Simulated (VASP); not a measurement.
# SrCl2 (Fm-3m) in VASP: single point with PBEsol

Aim: the single point of SrCl2 with PBEsol.

Program: VASP 6.6.1. These are calculated values, not measurements. Logs are shortened: lines on timing, memory, paths and dates and some standing lists are left out, and cuts for length are marked.

## 1. The cell of the first run

The structure is cubic, space group Fm-3m (No. 225). Conventional cell: a = 6.971 Å, b = 6.971 Å, c = 6.971 Å, α = 90.00°, β = 90.00°, γ = 90.00°. Within 4.0 Å of Sr (site symmetry m-3m) lie 8 Cl at 3.02 Å. Within 4.0 Å of Cl (site symmetry -43m) lie 4 Sr at 3.02 Å and 6 Cl at 3.49 Å.

## 2. Single point, PBEsol

Contents of INCAR:

```
PREC = Accurate
ENCUT = 520
EDIFF = 1E-6
ISMEAR = 0
SIGMA = 0.05
LREAL = False
LASPH = True
NELM = 100
ALGO = Normal
ISIF = 2
LWAVE = False
LCHARG = False
GGA = PS
NBANDS = 60
```

Contents of KPOINTS:

```
Automatic mesh
0
Gamma
  4 4 4
```

Contents of POSCAR:

```
SrCl2
1.0
    6.9710000000      0.0000000000      0.0000000000
    0.0000000000     -6.9710000000      0.0000000000
    0.0000000000      0.0000000000     -6.9710000000
Sr Cl
4 8
Direct
    0.0000000000      0.5000000000      0.5000000000
    0.5000000000      0.0000000000      0.5000000000
    0.5000000000      0.5000000000      0.0000000000
    0.0000000000      0.0000000000      0.0000000000
    0.2500000000      0.2500000000      0.2500000000
    0.7500000000      0.7500000000      0.2500000000
    0.7500000000      0.2500000000      0.7500000000
    0.2500000000      0.7500000000      0.7500000000
    0.7500000000      0.7500000000      0.7500000000
    0.2500000000      0.2500000000      0.7500000000
    0.2500000000      0.7500000000      0.2500000000
    0.7500000000      0.2500000000      0.2500000000
```

Potentials or basis: VASP PAW PBE potentials, release 64 (Sr_sv, Cl).

The run is started by

```sh
cat potpaw_PBE.64/Sr_sv/POTCAR potpaw_PBE.64/Cl/POTCAR > POTCAR
mpirun -np 1 vasp_std > vasp.out
```

OUTCAR:

```text
PREC = Accurate
   ENCUT = 520
   EDIFF = 1E-6
   ISMEAR = 0
   LREAL = False
   LASPH = True
   NELM = 100
   ISIF = 2
   GGA = PS

 ion  position               nearest neighbor table
   1  0.000  0.500  0.500-   5 3.02   6 3.02   7 3.02   8 3.02   9 3.02  10 3.02  11 3.02  12 3.02
                             4 4.93   2 4.93   3 4.93   3 4.93   4 4.93   2 4.93   4 4.93   4 4.93
   2  0.500  0.000  0.500-   5 3.02   6 3.02   7 3.02   8 3.02   9 3.02  10 3.02  11 3.02  12 3.02
                             4 4.93   1 4.93   3 4.93   3 4.93   4 4.93   1 4.93   3 4.93   3 4.93
   3  0.500  0.500  0.000-   5 3.02   6 3.02   7 3.02   8 3.02   9 3.02  10 3.02  11 3.02  12 3.02
                             4 4.93   1 4.93   2 4.93   1 4.93   2 4.93   2 4.93   4 4.93   2 4.93
   4  0.000  0.000  0.000-   5 3.02   6 3.02   7 3.02   8 3.02   9 3.02  10 3.02  11 3.02  12 3.02
                             3 4.93   1 4.93   2 4.93   1 4.93   2 4.93   1 4.93   3 4.93   1 4.93
   5  0.250  0.250  0.250-   1 3.02   2 3.02   3 3.02   4 3.02
   6  0.750  0.750  0.250-   1 3.02   2 3.02   3 3.02   4 3.02
   7  0.750  0.250  0.750-   1 3.02   2 3.02   3 3.02   4 3.02
   8  0.250  0.750  0.750-   1 3.02   2 3.02   3 3.02   4 3.02
   9  0.750  0.750  0.750-   1 3.02   2 3.02   3 3.02   4 3.02
  10  0.250  0.250  0.750-   1 3.02   2 3.02   3 3.02   4 3.02
  11  0.250  0.750  0.250-   1 3.02   2 3.02   3 3.02   4 3.02
  12  0.750  0.250  0.250-   1 3.02   2 3.02   3 3.02   4 3.02

  LATTYP: Found a simple cubic cell.
 ALAT       =     6.9710000000

  Lattice vectors:

 A1 = (   6.9710000000,   0.0000000000,   0.0000000000)
 A2 = (   0.0000000000,  -6.9710000000,   0.0000000000)
 A3 = (   0.0000000000,   0.0000000000,  -6.9710000000)

Analysis of symmetry for initial positions (statically):
=====================================================================
 Subroutine PRICEL returns following result:

  LATTYP: Found a face centered cubic cell.
 ALAT       =     6.9710000000

  Lattice vectors:

 A1 = (   3.4855000000,   3.4855000000,   0.0000000000)
 A2 = (   3.4855000000,   0.0000000000,  -3.4855000000)
 A3 = (   0.0000000000,   3.4855000000,  -3.4855000000)

   4 primitive cells build up your supercell.

 Routine SETGRP: Setting up the symmetry group for a
 simple cubic supercell.

 Subroutine GETGRP returns: Found 48 space group operations
 (whereof 48 operations were pure point group operations)
 out of a pool of 48 trial point group operations.

The static configuration has the point symmetry O_h .

[... 119 lines left out ...]
   PSTRESS=    0.0 pullay stress
   NELECT =      96.0000    total number of electrons
   NUPDOWN=      -1.0000    fix difference up-down
   EMIN   =  10.00;   EMAX   =-10.00  energy-range for DOS
   EFERMI =   0.00;   METHOD = LEGACY
   ISMEAR =     0;   SIGMA  =   0.05  broadening in eV -4-tet -1-fermi 0-gaus
   EFERMI_NEDOS =   21; number of points for ismear=-14 and -15
   IALGO  =     38    algorithm
   IMIX   =      4    mixing-type and parameters
     AMIX     =   0.40;   BMIX     =  1.00
     AMIX_MAG =   1.60;   BMIX_MAG =  1.00
  volume/ion in A,a.u.               =      28.23       190.50
  Fermi-wavevector in a.u.,A,eV,Ry     =   1.075318  2.032056 15.732530  1.156308
  Thomas-Fermi vector in A             =   2.211171
   LORBIT       =      0    0 simple, 1 ext, 2 COOP (PROOUT), +10 PAW based schemes
   GGA     = PS    functional components
   LHFCALC =     F    Hartree Fock is set to
   AEXX    =    0.0000 exact exchange contribution
   IVDW    =     0    specifies the selected vdW correction
   LEPSILON=     F    determine dielectric tensor
   LRPA    =     F    only Hartree local field effects (RPA)
 non-spin polarized calculation
 Gauss-broadening in eV      SIGMA  =   0.05
  energy-cutoff  :      520.00
  volume of cell :      338.75
 maximum number of plane-waves:      9136
 NGX is ok and might be reduce to    54
   NGX = 25   NGY = 25   NGZ = 25

 number of electron      96.0000019 magnetization

 Free energy of the ion-electron system (eV)
  ---------------------------------------------------
  ext. energy  EPLUGINS =         0.00000000
  ---------------------------------------------------
  free energy    TOTEN  =       -53.35196670 eV

  energy without entropy =      -53.35196670  energy(sigma->0) =      -53.35196670

 E-fermi :   0.3441     XC(G=0):  -8.5017

 val. band max:        0.0995380038   @ k =   0.0000   0.0000   0.0000
 cond. band min:       5.2420968660   @ k =   0.0000   0.0000   0.0000
 fundamental gap:      5.1425588622
 Fermi energy:         0.3441197131

 k-point     1 :       0.0000    0.0000    0.0000
  band No.  band energies     occupation
      1     -32.6930      2.00000
      2     -32.6885      2.00000
      3     -32.6885      2.00000
      4     -32.6885      2.00000
      5     -15.0774      2.00000
      6     -15.0774      2.00000
[... 619 lines left out ...]
     59       7.5364      0.00000
     60       7.6070      0.00000

------------------------ aborting loop because EDIFF is reached ----------------------------------------

  FORCE on cell =-STRESS in cart. coord.  units (eV):
  Direction    XX          YY          ZZ          XY          YZ          ZX
  --------------------------------------------------------------------------------------
  -------------------------------------------------------------------------------------
  Total       -1.8029208     -1.8029208     -1.8029208      0.0000000     -0.0000000     -0.0000000
  in kB       -8.5271122     -8.5271122     -8.5271122      0.0000000     -0.0000000     -0.0000000
  external PRESSURE =      -8.5271122 kB  Pullay stress =       0.0000000 kB

 VOLUME and BASIS-vectors are now :
 -----------------------------------------------------------------------------
  energy-cutoff  :      520.00
  volume of cell :      338.75
      direct lattice vectors                 reciprocal lattice vectors
     6.971000000  0.000000000  0.000000000     0.143451442  0.000000000  0.000000000
     0.000000000 -6.971000000  0.000000000     0.000000000 -0.143451442  0.000000000
     0.000000000  0.000000000 -6.971000000     0.000000000  0.000000000 -0.143451442

 POSITION                                       TOTAL-FORCE (eV/Angst)
 -----------------------------------------------------------------------------------
      0.00000     -3.48550     -3.48550        -0.000000      0.000000     -0.000000
      3.48550      0.00000     -3.48550         0.000000      0.000000      0.000000
      3.48550     -3.48550      0.00000        -0.000000      0.000000      0.000000
      0.00000      0.00000      0.00000         0.000000      0.000000      0.000000
      1.74275     -1.74275     -1.74275        -0.000000      0.000000      0.000000
      5.22825     -5.22825     -1.74275        -0.000000     -0.000000      0.000000
      5.22825     -1.74275     -5.22825         0.000000      0.000000     -0.000000
      1.74275     -5.22825     -5.22825         0.000000     -0.000000      0.000000
      5.22825     -5.22825     -5.22825        -0.000000      0.000000     -0.000000
      1.74275     -1.74275     -5.22825        -0.000000     -0.000000     -0.000000
      1.74275     -5.22825     -1.74275         0.000000     -0.000000     -0.000000
      5.22825     -1.74275     -1.74275         0.000000     -0.000000      0.000000
 -----------------------------------------------------------------------------------
    total drift:                                0.000000     -0.000000     -0.000000

  FREE ENERGIE OF THE ION-ELECTRON SYSTEM (eV)
  ---------------------------------------------------
  free  energy   TOTEN  =       -53.3519667008 eV

  energy  without entropy=      -53.3519667008  energy(sigma->0) =      -53.35196670
```

stdout:

```text
POSCAR found type information on POSCAR SrCl
 POSCAR found :  2 types and      12 ions
 scaLAPACK will be used
 -----------------------------------------------------------------------------
|                                                                             |
|                                                                             |
|     You enforced a specific xc type in the INCAR file but a different       |
|     I HOPE YOU KNOW WHAT YOU ARE DOING!                                     |
|                                                                             |
 -----------------------------------------------------------------------------

 LDA part: xc-table for (Slater+PW92), standard interpolation
 POSCAR, INCAR and KPOINTS ok, starting setup
 FFT: planning ... GRIDC
 FFT: planning ... GRID_SOFT
 FFT: planning ... GRID
 WAVECAR not read
 entering main loop
```

Wall time 2 min (1 thread of Intel Xeon 6975P-C (Granite Rapids), shared host); peak memory 0.46 GiB.

Results:

```yaml
Free_energy: -53.3520 eV
Pressure: -0.9 GPa
Band_gap_on_the_k_mesh: 5.14 eV
```

Levels at points of the mesh, in eV from the valence-band top:
```tsv
k point	band 46	band 47	band 48	band 49	band 50	band 51
(0.00, 0.00, 0.00)	0.00	0.00	0.00	5.14	5.36	5.36
(0.50, 0.00, 0.00)	-0.33	-0.10	-0.10	5.92	5.92	6.11
(0.50, 0.50, 0.00)	-0.28	-0.28	-0.28	6.14	6.14	6.14
(0.50, 0.50, 0.50)	-1.07	-1.07	-1.07	6.61	6.61	6.61
```

Caveat: the PAW data sets were made with another functional, which shifts forces and pressure a little. A hybrid or GW would open this gap; PBEsol tends to underestimate it.
